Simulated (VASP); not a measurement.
Set up this calculation in VASP 6.6.1, as the native input.

| Property | Result |
| --- | --- |
| Task | relaxation of cell and atoms |
| Functional | PBE |
| Potentials or basis | VASP PAW PBE potentials, release 64 (La, Si, F) |
| Cutoff | 600 eV |
| k mesh | 4 × 4 × 4 |
| Occupations | gaussian, width 0.1 eV |
| Spin | no spin polarisation |
| Dipole correction | no |
| Further INCAR settings | ALGO = Normal; EDIFF = 1e-06; IBRION = 2; EDIFFG = -0.04; NSW = 90; ISIF = 3 |

The structure of La3Si2F lies in POSCAR:

```
La3Si2F
1.0
    5.3864633700      0.0000000000      0.0000000000
    0.0000000000      5.3864633700      0.0000000000
    0.0000000000      0.0000000000      4.8551163100
La Si F
3 2 1
Direct
    0.0000000000      0.5000000000      0.5000000000
    0.5000000000      0.0000000000      0.5000000000
    0.5000000000      0.5000000000      0.5000000000
    0.0000000000      0.0000000000      0.2384134600
    0.0000000000      0.0000000000      0.7615865400
    0.5000000000      0.5000000000      0.0000000000
```

These files were run (other wordings do the same):

INCAR

```
PREC = Accurate
ENCUT = 600
EDIFF = 1E-6
ISMEAR = 0
SIGMA = 0.1
LREAL = F
LASPH = T
NELM = 60
ALGO = Normal
ISIF = 3
LWAVE = F
LCHARG = F
GGA = PE
IBRION = 2
NSW = 90
EDIFFG = -0.04
```

KPOINTS

```
regular mesh
0
Gamma
  4 4 4
```

Potentials or basis: VASP PAW PBE potentials, release 64 (La, Si, F).

Launch:

```console
$ cat potpaw_PBE.64/La/POTCAR potpaw_PBE.64/Si/POTCAR potpaw_PBE.64/F/POTCAR > POTCAR
$ mpirun -np 1 vasp_std > vasp.out
```

Results of the run:

```
Relaxed volume                         : 29.08 Å³/atom
Relaxed cell                           : a = 6.003 Å, b = 6.003 Å, c = 4.841 Å, α = 90.00°, β = 90.00°, γ = 90.00°
Space group after relaxing (to 0.05 Å) : P4/mmm (No. 123)
Energy gained by relaxing              : 285.4 meV/atom
Ionic steps                            : 10
Pressure after relaxing                : 0.0 GPa
Largest force after relaxing           : 0.012 eV/Å
Band gap on the k mesh                 : zero (band 24 reaches 6.63 eV, above the bottom of band 25 at 5.46 eV)
```

Caveat: the volume moved by over 15 % at a fixed basis, so the end points are rough; spin-orbit coupling is left out, which moves the levels of the heavy elements.

Wall time 15 min on 1 thread of Intel Xeon 6975P-C (shared host), peak memory 0.37 GiB.
